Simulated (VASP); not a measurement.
A run of VASP 6.6.1 is set up as follows.

File POSCAR:

```
Au
1.0
    0.0000000000      1.9981985104      1.9981985104
    1.9981985104      0.0000000000      1.9981985104
    1.9981985104      1.9981985104      0.0000000000
Au
1
Direct
    0.0000000000      0.0000000000      0.0000000000
```

Contents of INCAR.step1:

```
ALGO = Normal ; EDIFF = 1E-4
ENCUT = 520 ; GGA = PE
ISMEAR = 0 ; LASPH = T
LCHARG = F ; LREAL = F
LWAVE = T ; NBANDS = 12
NELM = 100 ; PREC = Accurate
SIGMA = 0.1
```

File INCAR.step2:

```
ALGO = Normal ; EDIFF = 1E-6
ENCUT = 520 ; ISIF = 2
ISMEAR = 0 ; ISTART = 1
LASPH = T ; LCHARG = F
LMIXTAU = T ; LREAL = F
LWAVE = F ; METAGGA = R2SCAN
NBANDS = 12 ; NELM = 100
PREC = Accurate ; SIGMA = 0.1
```

Contents of KPOINTS:

```
k-points
0
Gamma
  18 18 18
```

Potentials or basis: VASP PAW PBE potentials, release 64 (Au).

The run is started by

```console
$ cat potpaw_PBE.64/Au/POTCAR > POTCAR
$ cp INCAR.step1 INCAR
$ mpirun -np 1 vasp_std > vasp.out
$ cp INCAR.step2 INCAR
$ mpirun -np 1 vasp_std > vasp.out
```

Task: What does it give for the pressure?

Result: 19.9 GPa.

Task: Predict the band gap on the k mesh.

Result: Zero (an odd number of electrons rules out a gap without spin polarisation).

Caveat: the cell stands under pressure; the PAW data sets were made with another functional, which shifts forces and pressure a little; spin-orbit coupling is left out, which moves the levels of the heavy elements.
